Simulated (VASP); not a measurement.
Set up this calculation in VASP 6.6.1, as the native input.

```yaml
Task: single point
Functional: PBE-based screened hybrid with 15 % exact exchange
Potentials_or_basis: VASP PAW PBE potentials, release 64 (Al, P)
Cutoff: 400 eV
k_mesh: 4 × 4 × 4
Occupations: gaussian, width 0.01 eV
Spin: no spin polarisation
Dipole_correction: no
Grid_for_exact_exchange_PRECFOCK: Normal
Share_of_exact_exchange: 0.15
Further_INCAR_settings: ALGO = Normal; EDIFF = 1e-06; NBANDS = 11
Screening_parameter: 0.2078 1/Å
```

Crystal: AlP.

```
Al P
1.0
     0.00000    2.73926    2.73926
     2.73926    0.00000    2.73926
     2.73926    2.73926    0.00000
Al P
1 1
Cartesian
  0.0000 0.0000 0.0000
  1.3696 1.3696 1.3696
```

One way to write it, as run:

POSCAR

```
AlP
1.0
    0.0000000000      2.7392607946      2.7392607946
    2.7392607946      0.0000000000      2.7392607946
    2.7392607946      2.7392607946      0.0000000000
Al P
1 1
Direct
    0.0000000000      0.0000000000      0.0000000000
    0.2500000000      0.2500000000      0.2500000000
```

INCAR.step1

```
SYSTEM = AlP
PREC = Accurate ; ENCUT = 400
EDIFF = 1E-5 ; ISMEAR = 0
SIGMA = 0.01 ; LREAL = .False.
LASPH = .True. ; NELM = 120
ALGO = Normal ; ISIF = 2
LWAVE = .True. ; LCHARG = .False.
GGA = PE ; NBANDS = 11
GGA_COMPAT = .False.
```

INCAR.step2

```
SYSTEM = AlP
PREC = Accurate ; ENCUT = 400
EDIFF = 1E-6 ; ISMEAR = 0
SIGMA = 0.01 ; LREAL = .False.
LASPH = .True. ; NELM = 120
ALGO = Normal ; ISIF = 2
LWAVE = .False. ; LCHARG = .False.
GGA = PE ; LHFCALC = .True.
AEXX = 0.15 ; HFSCREEN = 0.2078
PRECFOCK = Normal ; ISTART = 1
NBANDS = 11 ; GGA_COMPAT = .False.
```

KPOINTS

```
Automatic mesh
0
Gamma
  4 4 4
  0 0 0
```

Potentials or basis: VASP PAW PBE potentials, release 64 (Al, P).

Command:

```sh
$ cat potpaw_PBE.64/Al/POTCAR potpaw_PBE.64/P/POTCAR > POTCAR
$ cp INCAR.step1 INCAR
$ mpirun -np 1 vasp_std > vasp.out
$ cp INCAR.step2 INCAR
$ mpirun -np 1 vasp_std > vasp.out
```

It gave:

| Item | Value |
| --- | --- |
| Pressure | 0.6 GPa |
| Band gap on the k mesh | 2.00 eV (least direct gap 3.78 eV) |

Caveat: the k points lie up to 0.50 Å⁻¹ apart; the PAW data sets were made with another functional, which shifts forces and pressure a little.

Run time: 30 s on 1 thread of Intel(R) Xeon(R) 6975P-C (Granite Rapids), on a shared host, peak memory 0.24 GiB.
